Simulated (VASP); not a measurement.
GaN:

```
Ga N
1.0
     0.00000    2.02417    2.20299
     2.02417    0.00000    2.20299
     2.02417    2.02417    0.00000
Ga N
1 1
Direct
  0.00000 0.00000 0.00000
  0.50000 0.50000 0.50000
```

This cell differs from its parent crystal: epitaxial xy strain -4.0%.

Base run:

| Item | Value |
| --- | --- |
| Program | VASP 6.6.1 |
| Functional | PBE |
| Potentials or basis | VASP PAW PBE potentials, release 64 (Ga_d, N) |
| Cutoff | 520 eV |
| k mesh | 10 × 10 × 10 |
| Occupations | fermi-dirac, width 0.02 eV |
| Spin | no spin polarisation |

Its results: band gap on the k mesh 0.51 eV, indirect (least direct gap 2.97 eV); pressure 22.3 GPa.

**Question.** The run is repeated on the same cell with these changes: functional from PBE to r2SCAN; occupations from fermi-dirac, width 0.02 eV to gaussian, width 0.01 eV. What comes out?

**Answer.** Band gap on the k mesh 1.02 eV, indirect (least direct gap 3.56 eV); pressure 14.7 GPa.

Caveats: the PAW data sets were made with another functional, which shifts forces and pressure a little (some runs).

A k mesh can miss the band edges.
